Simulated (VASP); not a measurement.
Runs of VASP 6.6.1 on Pb. The structure is that of space group Im-3m (No. 229), or close to it. The cells are those of the table. This isn't the form of Pb at room conditions, which is fcc.

| level | cell | screening parameter | gap on the mesh (eV) | pressure (GPa) |
| --- | --- | --- | --- | --- |
| PBE0 | a = 3.383 Å, angles 109.5°, 1 atom | - | none | (a) |
| PBE0 | a = 3.406 Å, angles 109.5°, 1 atom | - | none | 0.0 |
| HSE06 | a = 3.359 Å, angles 109.5°, 1 atom | 0.2079 1/Å | none | (b) |
| HSE06 | a = 3.383 Å, angles 109.5°, 1 atom | 0.2079 1/Å | none | 1.2 |
| HSE06 | a = 3.406 Å, angles 109.5°, 1 atom | 0.2079 1/Å | none | 0.2 |

Alike in all rows: task single point; potentials or basis VASP PAW PBE potentials, release 64 (Pb_d); no spin polarisation; k mesh 6 × 6 × 6; cutoff (eV) 520; smearing fermi-dirac 0.05 eV.

Problem. Fill in the values left out.

Solution. (a) 1.0; (b) 2.4.

Caveats: all runs use coarse meshes; the PAW data sets were made with another functional, which shifts forces and pressure a little; spin-orbit coupling is left out, which moves the levels of the heavy elements.

A k mesh can miss the band edges, and the runs leave out spin-orbit coupling on Pb.

A gap of «none» marks levels without a gap at the run's occupations.
